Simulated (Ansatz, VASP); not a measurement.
NaF: VASP beside Ansatz

```
Na F
1.0
     0.00000    2.29717    2.29717
     2.29717    0.00000    2.29717
     2.29717    2.29717    0.00000
Na F
1 1
Direct
  0.00000 0.00000 0.00000
  0.50000 0.50000 0.50000
```

Alike in both runs: task single point; functional PBEsol; k mesh 6 × 6 × 6; occupations fermi-dirac, width 0.001 eV; no spin polarisation.

|  | VASP | Ansatz |
| --- | --- | --- |
| version | VASP 6.6.1 | Ansatz 0.2.0 |
| potentials or method | VASP PAW PBE potentials, release 64 (Na_pv, F) | plane waves |
| plane-wave cutoff (eV) | 520 | 420 |
| valence electrons in the cell | 14 | 16 |

|  | VASP | Ansatz | Ansatz less VASP |
| --- | --- | --- | --- |
| gap on the k mesh at the Fermi level (eV) | 6.30 | 6.32 | +0.020 |
| pressure (GPa) | 1.1 | 1.2 | +0.06 |

VASP's potentials were made for PBE, not for PBEsol. VASP's potentials hold 14 valence electrons a cell and Ansatz's 16, so a difference there can come from the potentials and not from the codes.
